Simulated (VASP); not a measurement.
A run of VASP 6.6.1 is set up as follows.

The input INCAR:

```
PREC = Accurate
ENCUT = 520
EDIFF = 1E-7
ISMEAR = -1
SIGMA = 0.05
LREAL = False
LASPH = True
NELM = 100
ALGO = Normal
ISIF = 2
LWAVE = False
LCHARG = False
GGA = PE
NBANDS = 12
```

Contents of KPOINTS:

```
Automatic mesh
0
Gamma
  7 7 12
```

File POSCAR:

```
Be
1.0
    3.6703269463      0.0000000000      0.0000000000
    0.0000000000      3.6703269463      0.0000000000
    0.0000000000      0.0000000000      2.2347101981
Be
4
Direct
    0.7974080000      0.2025920000      0.5000000000
    0.2025920000      0.7974080000      0.5000000000
    0.7025920000      0.7025920000      0.0000000000
    0.2974080000      0.2974080000      0.0000000000
```

Potentials or basis: VASP PAW PBE potentials, release 64 (Be).

Command:

```bash
$ cat potpaw_PBE.64/Be/POTCAR > POTCAR
$ mpirun -np 1 vasp_std > vasp.out
```

(1) What does it give for the pressure?

(2) Predict the band gap on the k mesh.

(3) Estimate the largest force.

## Answers

(1) 8.4 GPa.

(2) zero (band 4 reaches 8.35 eV, above the bottom of band 5 at 6.36 eV).

(3) 0.031 eV/Å.
